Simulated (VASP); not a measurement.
# CaS (Oldhamite) (Fm-3m) in VASP: further runs

CaS (Oldhamite) is run at these levels: r2SCAN; tasks: single point.

Program: VASP 6.6.1. These are calculated values, not measurements. Logs are shortened: lines on timing, memory, paths and dates and some standing lists are left out, and cuts for length are marked.

**1. The cell of the first run**

Symmetry: Fm-3m, No. 225, cubic system. The conventional cell has a = 5.825 Å, b = 5.825 Å, c = 5.825 Å, α = 90.00°, β = 90.00°, γ = 90.00°. Within 3.8 Å of Ca (site symmetry m-3m) lie 6 S at 2.91 Å. S (site symmetry m-3m) has 6 Ca at 2.91 Å within 3.8 Å.

**2. Single point, r2SCAN**

File POSCAR:

```
CaS
1.0
    0.0000000000      2.9123686520      2.9123686520
    2.9123686520      0.0000000000      2.9123686520
    2.9123686520      2.9123686520      0.0000000000
Ca S
1 1
Direct
    0.0000000000      0.0000000000      0.0000000000
    0.5000000000      0.5000000000      0.5000000000
```

File INCAR.step1:

```
  PREC = Accurate
  ENCUT = 550
  ISMEAR = 0
  SIGMA = 0.01
  LREAL = F
  LASPH = T
  NELM = 120
  NBANDS = 15
  GGA = PE
  ALGO = Normal
  EDIFF = 1E-5
  LWAVE = T
  LCHARG = F
  GGA_COMPAT = F
```

File INCAR.step2:

```
  PREC = Accurate
  ENCUT = 550
  EDIFF = 1E-6
  ISMEAR = 0
  SIGMA = 0.01
  LREAL = F
  LASPH = T
  NELM = 120
  ALGO = Normal
  ISIF = 2
  LWAVE = F
  LCHARG = F
  METAGGA = R2SCAN
  LMIXTAU = T
  NBANDS = 15
  ISTART = 1
  GGA_COMPAT = F
```

File KPOINTS:

```
regular mesh
0
Gamma
  5 5 5
```

Potentials or basis: VASP PAW PBE potentials, release 64 (Ca_sv, S).

The run is started by

```console
cat potpaw_PBE.64/Ca_sv/POTCAR potpaw_PBE.64/S/POTCAR > POTCAR
cp INCAR.step1 INCAR
mpirun -np 1 vasp_std > vasp.out
cp INCAR.step2 INCAR
mpirun -np 1 vasp_std > vasp.out
```

OUTCAR:

```text
PREC = Accurate
   ENCUT = 550
   EDIFF = 1E-6
   ISMEAR = 0
   LREAL = F
   LASPH = T
   NELM = 120
   ISIF = 2
   METAGGA = R2SCAN
   ISTART = 1

 ion  position               nearest neighbor table
   1  0.000  0.000  0.000-   2 2.91   2 2.91   2 2.91   2 2.91   2 2.91   2 2.91
   2  0.500  0.500  0.500-   1 2.91   1 2.91   1 2.91   1 2.91   1 2.91   1 2.91

  LATTYP: Found a face centered cubic cell.
 ALAT       =     5.8247373040

  Lattice vectors:

 A1 = (   0.0000000000,   2.9123686520,   2.9123686520)
 A2 = (   2.9123686520,   0.0000000000,   2.9123686520)
 A3 = (   2.9123686520,   2.9123686520,   0.0000000000)

Analysis of symmetry for initial positions (statically):
=====================================================================
 Subroutine PRICEL returns:
 Original cell was already a primitive cell.

 Routine SETGRP: Setting up the symmetry group for a
 face centered cubic supercell.

 Subroutine GETGRP returns: Found 48 space group operations
 (whereof 48 operations were pure point group operations)
 out of a pool of 48 trial point group operations.

The static configuration has the point symmetry O_h .

Analysis of symmetry for dynamics (positions and initial velocities):
=====================================================================
 Subroutine PRICEL returns:
 Original cell was already a primitive cell.

 Routine SETGRP: Setting up the symmetry group for a
 face centered cubic supercell.

 Subroutine GETGRP returns: Found 48 space group operations
 (whereof 48 operations were pure point group operations)
 out of a pool of 48 trial point group operations.

The dynamic configuration has the point symmetry O_h .

 Subroutine INISYM returns: Found 48 space group operations
 (whereof 48 operations are pure point group operations),
 and found     1 'primitive' translations

----------------------------------------------------------------------------------------

                                     Primitive cell

  volume of cell :      49.4048

  direct lattice vectors                    reciprocal lattice vectors
     0.000000000  2.912368652  2.912368652    -0.171681562  0.171681562  0.171681562
     2.912368652  0.000000000  2.912368652     0.171681562 -0.171681562  0.171681562
     2.912368652  2.912368652  0.000000000     0.171681562  0.171681562 -0.171681562

  length of vectors
     4.118711246  4.118711246  4.118711246     0.297361189  0.297361189  0.297361189

  position of ions in fractional coordinates (direct lattice)
     0.000000000  0.000000000  0.000000000
     0.500000000  0.500000000  0.500000000

  ion indices of the primitive-cell ions
   primitive index   ion index
                 1           1
                 2           2

----------------------------------------------------------------------------------------

 KPOINTS: regular mesh

Automatic generation of k-mesh.
 Grid dimensions read from file:
 generate k-points for:    5    5    5

 Generating k-lattice:

  Cartesian coordinates                     Fractional coordinates (reciprocal lattice)
    -0.034336312  0.034336312  0.034336312     0.200000000  0.000000000  0.000000000
     0.034336312 -0.034336312  0.034336312     0.000000000  0.200000000  0.000000000
     0.034336312  0.034336312 -0.034336312     0.000000000  0.000000000  0.200000000

  Length of vectors
     0.059472238  0.059472238  0.059472238

  Shift w.r.t. Gamma in fractional coordinates (k-lattice)
     0.000000000  0.000000000  0.000000000

 Subroutine IBZKPT returns following result:
 ===========================================

 Found     10 irreducible k-points:

 Following reciprocal coordinates:
            Coordinates               Weight
  0.000000  0.000000  0.000000      1.000000
  0.200000  0.000000  0.000000      8.000000
  0.400000  0.000000  0.000000      8.000000
  0.200000  0.200000  0.000000      6.000000
  0.400000  0.200000  0.000000     24.000000
 -0.400000  0.200000  0.000000     24.000000
 -0.200000  0.200000  0.000000     12.000000
  0.400000  0.400000  0.000000      6.000000
 -0.400000  0.400000  0.000000     12.000000
 -0.400000  0.400000  0.200000     24.000000
   k-points           NKPTS =     10   k-points in BZ     NKDIM =     10   number of bands    NBANDS=     15
   number of dos      NEDOS =    301   number of ions     NIONS =      2
   total plane-waves  NPLWV =  32768
   dimension x,y,z NGX =    32 NGY =   32 NGZ =   32
   dimension x,y,z NGXF=    64 NGYF=   64 NGZF=   64
   ions per type =               1   1
   NGX,Y,Z   is equivalent  to a cutoff of  12.92, 12.92, 12.92 a.u.
   NGXF,Y,Z  is equivalent  to a cutoff of  25.83, 25.83, 25.83 a.u.
 SYSTEM =  unknown system
   PREC   = accura    normal or accurate (medium, high low for compatibility)
   ISTART =      1    job   : 0-new  1-cont  2-samecut
   ICHARG =      0    charge: 1-file 2-atom 10-const
   ISPIN  =      1    spin polarized calculation?
   LNONCOLLINEAR =      F non collinear calculations
   LSORBIT =      F    spin-orbit coupling
   LASPH  =      T    aspherical Exc in radial PAW
   ENCUT  =  550.0 eV  40.42 Ry    6.36 a.u.   7.88  7.88  7.88*2*pi/ulx,y,z
   NELM   =    120;   NELMIN=  2; NELMDL=  0     # of ELM steps
   EDIFF  = 0.1E-05   stopping-criterion for ELM
   LREAL  =      F    real-space projection
   EDIFFG = 0.1E-04   stopping-criterion for IOM
   NSW    =      0    number of steps for IOM
   IBRION =     -1    ionic relax: 0-MD 1-quasi-New 2-CG
   NFREE  =      0    steps in history (QN), initial steepest desc. (CG)
   ISIF   =      2    stress and relaxation
   ISYM   =      2    0-nonsym 1-usesym 2-fastsym
   POTIM  = 0.5000    time-step for ionic-motion
   TEBEG  =    0.0;   TEEND  =   0.0 temperature during run
   PSTRESS=    0.0 pullay stress
   NELECT =      16.0000    total number of electrons
   NUPDOWN=      -1.0000    fix difference up-down
   EMIN   =  10.00;   EMAX   =-10.00  energy-range for DOS
   EFERMI =   0.00;   METHOD = LEGACY
   ISMEAR =     0;   SIGMA  =   0.01  broadening in eV -4-tet -1-fermi 0-gaus
   EFERMI_NEDOS =   21; number of points for ismear=-14 and -15
   IALGO  =     38    algorithm
   IMIX   =      4    mixing-type and parameters
     AMIX     =   0.40;   BMIX     =  1.00
     AMIX_MAG =   1.60;   BMIX_MAG =  1.00
  volume/ion in A,a.u.               =      24.70       166.70
  Fermi-wavevector in a.u.,A,eV,Ry     =   1.124239  2.124503 17.196572  1.263912
  Thomas-Fermi vector in A             =   2.260909
   LORBIT       =      0    0 simple, 1 ext, 2 COOP (PROOUT), +10 PAW based schemes
   METAGGA = R2SCAN    functional components
   LHFCALC =     F    Hartree Fock is set to
   AEXX    =    0.0000 exact exchange contribution
   IVDW    =     0    specifies the selected vdW correction
   LEPSILON=     F    determine dielectric tensor
   LRPA    =     F    only Hartree local field effects (RPA)
 non-spin polarized calculation
 Gauss-broadening in eV      SIGMA  =   0.01
  energy-cutoff  :      550.00
  volume of cell :       49.40
 maximum number of plane-waves:      1459
   NGX = 15   NGY = 15   NGZ = 15

 number of electron      16.0000001 magnetization

 Free energy of the ion-electron system (eV)
  ---------------------------------------------------
  ext. energy  EPLUGINS =         0.00000000
  ---------------------------------------------------
  free energy    TOTEN  =       -19.90895246 eV

  energy without entropy =      -19.90895246  energy(sigma->0) =      -19.90895246

 E-fermi :   2.1269     XC(G=0):  -9.4761

 val. band max:        2.0283962446   @ k =   0.0000   0.0000   0.0000
 cond. band min:       5.0944140029   @ k =   0.4000   0.4000   0.0000
 fundamental gap:      3.0660177583
 Fermi energy:         2.1269173984

 k-point     1 :       0.0000    0.0000    0.0000
  band No.  band energies     occupation
      1     -38.9429      2.00000
      2     -19.0329      2.00000
      3     -19.0329      2.00000
      4     -19.0329      2.00000
      5      -9.5485      2.00000
      6       2.0284      2.00000
      7       2.0284      2.00000
      8       2.0284      2.00000
      9       6.5147      0.00000
     10       6.6987      0.00000
     11       6.6987      0.00000
     12       6.6987      0.00000
     13       7.2812      0.00000
     14       7.2812      0.00000
     15      13.4310      0.00000

 k-point     2 :       0.2000    0.0000    0.0000
  band No.  band energies     occupation
      1     -38.9403      2.00000
      2     -19.0765      2.00000
      3     -19.0362      2.00000
      4     -19.0362      2.00000
      5      -9.3240      2.00000
      6       0.7803      2.00000
      7       1.6065      2.00000
      8       1.6065      2.00000
      9       6.7099      0.00000
     10       7.2154      0.00000
     11       7.2154      0.00000
     12       8.0683      0.00000
     13       8.1685      0.00000
     14       8.1685      0.00000
     15      13.0117      0.00000

 k-point     3 :       0.4000    0.0000    0.0000
  band No.  band energies     occupation
      1     -38.9359      2.00000
      2     -19.1454      2.00000
      3     -19.0415      2.00000
      4     -19.0415      2.00000
      5      -8.9254      2.00000
      6      -0.6346      2.00000
      7       1.0794      2.00000
      8       1.0794      2.00000
      9       7.3100      0.00000
     10       8.3290      0.00000
     11       8.3290      0.00000
     12       8.8500      0.00000
     13       9.8787      0.00000
     14       9.8787      0.00000
     15      11.9704      0.00000
[... 91 lines left out ...]
 k-point     9 :      -0.4000    0.4000    0.0000
  band No.  band energies     occupation
      1     -38.9328      2.00000
      2     -19.1132      2.00000
      3     -19.0893      2.00000
      4     -19.0629      2.00000
      5      -8.9228      2.00000
      6       0.0130      2.00000
      7       0.5475      2.00000
      8       1.1302      2.00000
      9       5.8298      0.00000
     10       8.6799      0.00000
     11       8.8662      0.00000
     12       8.9243      0.00000
     13       8.9519      0.00000
     14       9.4293      0.00000
     15      12.2680      0.00000

 k-point    10 :      -0.4000    0.4000    0.2000
  band No.  band energies     occupation
      1     -38.9333      2.00000
      2     -19.1135      2.00000
      3     -19.0838      2.00000
      4     -19.0633      2.00000
      5      -8.9030      2.00000
      6      -0.0612      2.00000
      7       0.6289      2.00000
      8       0.8488      2.00000
      9       6.7173      0.00000
     10       8.0481      0.00000
     11       8.3975      0.00000
     12       9.0357      0.00000
     13       9.2651      0.00000
     14      10.7085      0.00000
     15      11.6554      0.00000

------------------------ aborting loop because EDIFF is reached ----------------------------------------

  FORCE on cell =-STRESS in cart. coord.  units (eV):
  Direction    XX          YY          ZZ          XY          YZ          ZX
  --------------------------------------------------------------------------------------
  -------------------------------------------------------------------------------------
  Total       -1.0313259     -1.0313259     -1.0313259     -0.0000000      0.0000000      0.0000000
  in kB      -33.4454843    -33.4454843    -33.4454843     -0.0000000      0.0000000      0.0000000
  external PRESSURE =     -33.4454843 kB  Pullay stress =       0.0000000 kB

 VOLUME and BASIS-vectors are now :
 -----------------------------------------------------------------------------
  energy-cutoff  :      550.00
  volume of cell :       49.40
      direct lattice vectors                 reciprocal lattice vectors
     0.000000000  2.912368652  2.912368652    -0.171681562  0.171681562  0.171681562
     2.912368652  0.000000000  2.912368652     0.171681562 -0.171681562  0.171681562
     2.912368652  2.912368652  0.000000000     0.171681562  0.171681562 -0.171681562

 POSITION                                       TOTAL-FORCE (eV/Angst)
 -----------------------------------------------------------------------------------
      0.00000      0.00000      0.00000        -0.000000     -0.000000     -0.000000
      2.91237      2.91237      2.91237         0.000000      0.000000      0.000000
 -----------------------------------------------------------------------------------
    total drift:                                0.000000     -0.000000     -0.000000

  FREE ENERGIE OF THE ION-ELECTRON SYSTEM (eV)
  ---------------------------------------------------
  free  energy   TOTEN  =       -19.9089524560 eV

  energy  without entropy=      -19.9089524560  energy(sigma->0) =      -19.90895246
```

It took 43 s on 1 thread of AMD EPYC 7R13 (Zen 3), shared host; peak memory 0.16 GiB.

Results:

```yaml
Free_energy: -19.9090 eV
Pressure: -3.3 GPa
Band_gap_on_the_k_mesh: 3.07 eV, indirect (least direct gap 3.80 eV)
```

Caveat: the PAW data sets were made with another functional, which shifts forces and pressure a little. r2SCAN opens gaps a little over a GGA but as a rule still falls short of measured ones.

**3. Single point, r2SCAN**

This run uses another cell than the first one, of 25.28 Å³/atom, 1.023 times its volume.

File POSCAR:

```
CaS
1.0
    0.0000000000      2.9347723682      2.9347723682
    2.9347723682      0.0000000000      2.9347723682
    2.9347723682      2.9347723682      0.0000000000
Ca S
1 1
Direct
    0.0000000000      0.0000000000      0.0000000000
    0.5000000000      0.5000000000      0.5000000000
```

File INCAR.step1:

```
PREC = Accurate
ENCUT = 550
ISMEAR = 0
SIGMA = 0.01
LREAL = False
LASPH = True
NELM = 120
NBANDS = 15
GGA = PE
ALGO = Normal
EDIFF = 1E-5
LWAVE = True
LCHARG = False
GGA_COMPAT = False
```

File INCAR.step2:

```
PREC = Accurate
ENCUT = 550
EDIFF = 1E-6
ISMEAR = 0
SIGMA = 0.01
LREAL = False
LASPH = True
NELM = 120
ALGO = Normal
ISIF = 2
LWAVE = False
LCHARG = True
METAGGA = R2SCAN
LMIXTAU = True
LELF = True
LVHAR = True
NBANDS = 15
ISTART = 1
GGA_COMPAT = False
```

KPOINTS is that of step 2.

Potentials or basis: VASP PAW PBE potentials, release 64 (Ca_sv, S).

The run is started by

```console
cat potpaw_PBE.64/Ca_sv/POTCAR potpaw_PBE.64/S/POTCAR > POTCAR
cp INCAR.step1 INCAR
mpirun -np 1 vasp_std > vasp.out
cp INCAR.step2 INCAR
mpirun -np 1 vasp_std > vasp.out
```

OUTCAR:

```text
PREC = Accurate
   ENCUT = 550
   EDIFF = 1E-6
   ISMEAR = 0
   LREAL = False
   LASPH = True
   NELM = 120
   ISIF = 2
   METAGGA = R2SCAN
   ISTART = 1

 ion  position               nearest neighbor table
   1  0.000  0.000  0.000-   2 2.93   2 2.93   2 2.93   2 2.93   2 2.93   2 2.93
   2  0.500  0.500  0.500-   1 2.93   1 2.93   1 2.93   1 2.93   1 2.93   1 2.93

  LATTYP: Found a face centered cubic cell.
 ALAT       =     5.8695447364

  Lattice vectors:

[... 351 lines left out ...]

  FORCE on cell =-STRESS in cart. coord.  units (eV):
  Direction    XX          YY          ZZ          XY          YZ          ZX
  --------------------------------------------------------------------------------------
  -------------------------------------------------------------------------------------
  Total       -1.3798509     -1.3798509     -1.3798509      0.0000000     -0.0000000     -0.0000000
  in kB      -43.7310091    -43.7310091    -43.7310091      0.0000000     -0.0000000     -0.0000000
  external PRESSURE =     -43.7310091 kB  Pullay stress =       0.0000000 kB

 VOLUME and BASIS-vectors are now :
 -----------------------------------------------------------------------------
  energy-cutoff  :      550.00
  volume of cell :       50.55
      direct lattice vectors                 reciprocal lattice vectors
     0.000000000  2.934772368  2.934772368    -0.170370965  0.170370965  0.170370965
     2.934772368  0.000000000  2.934772368     0.170370965 -0.170370965  0.170370965
     2.934772368  2.934772368  0.000000000     0.170370965  0.170370965 -0.170370965

 POSITION                                       TOTAL-FORCE (eV/Angst)
 -----------------------------------------------------------------------------------
      0.00000      0.00000      0.00000         0.000000      0.000000      0.000000
      2.93477      2.93477      2.93477        -0.000000     -0.000000     -0.000000
 -----------------------------------------------------------------------------------
    total drift:                                0.000000     -0.000000     -0.000000

  FREE ENERGIE OF THE ION-ELECTRON SYSTEM (eV)
  ---------------------------------------------------
  free  energy   TOTEN  =       -19.8815358712 eV

  energy  without entropy=      -19.8815358712  energy(sigma->0) =      -19.88153587
```

Run time: 43 s. Hardware: 1 thread of AMD EPYC 7R13 (Zen 3), shared host; peak memory 0.16 GiB.

Results:

```yaml
Free_energy: -19.8815 eV
Pressure: -4.4 GPa
Band_gap_on_the_k_mesh: 3.10 eV, indirect (least direct gap 3.82 eV)
```

Caveat: the PAW data sets were made with another functional, which shifts forces and pressure a little. r2SCAN opens gaps a little over a GGA but as a rule still falls short of measured ones.
